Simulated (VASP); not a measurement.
Write the native input for VASP 6.6.1 that does the following.

- Task: single point
- Functional: r2SCAN
- Potentials or basis: VASP PAW PBE potentials, release 64 (Na_pv)
- Cutoff: 520 eV
- k mesh: 14 × 14 × 14
- Occupations: gaussian, width 0.05 eV
- Spin: no spin polarisation
- Dipole correction: no
- Further INCAR settings: ALGO = Normal; EDIFF = 1e-06; NBANDS = 10

Crystal: Na.

```
Na
1.0
    -2.11500    2.11500    2.11500
     2.11500   -2.11500    2.11500
     2.11500    2.11500   -2.11500
Na
1
Direct
  0.00000 0.00000 0.00000
```

The input as run:

POSCAR

```
Na
1.0
   -2.1150000000      2.1150000000      2.1150000000
    2.1150000000     -2.1150000000      2.1150000000
    2.1150000000      2.1150000000     -2.1150000000
Na
1
Direct
    0.0000000000      0.0000000000      0.0000000000
```

INCAR.step1

```
PREC = Accurate ; ENCUT = 520
ISMEAR = 0 ; SIGMA = 0.05
LREAL = False ; LASPH = True
NELM = 60 ; NBANDS = 10
GGA = PE ; ALGO = Normal
EDIFF = 1E-4 ; LWAVE = True
LCHARG = False
```

INCAR.step2

```
PREC = Accurate ; ENCUT = 520
EDIFF = 1E-6 ; ISMEAR = 0
SIGMA = 0.05 ; LREAL = False
LASPH = True ; NELM = 60
ALGO = Normal ; ISIF = 2
LWAVE = False ; LCHARG = False
METAGGA = R2SCAN ; LMIXTAU = True
NBANDS = 10 ; ISTART = 1
```

KPOINTS

```
Automatic mesh
0
Gamma
  14 14 14
```

Potentials or basis: VASP PAW PBE potentials, release 64 (Na_pv).

Run with:

```bash
$ cat potpaw_PBE.64/Na_pv/POTCAR > POTCAR
$ cp INCAR.step1 INCAR
$ mpirun -np 1 vasp_std > vasp.out
$ cp INCAR.step2 INCAR
$ mpirun -np 1 vasp_std > vasp.out
```

It gave:

```
Pressure               : 0.1 GPa
Band gap on the k mesh : zero (an odd number of electrons rules out a gap without spin polarisation)
```

Caveat: the PAW data sets were made with another functional, which shifts forces and pressure a little.

Run time: 3.2 min on 1 thread of Intel Xeon 8259CL (shared host), peak memory 0.18 GiB.
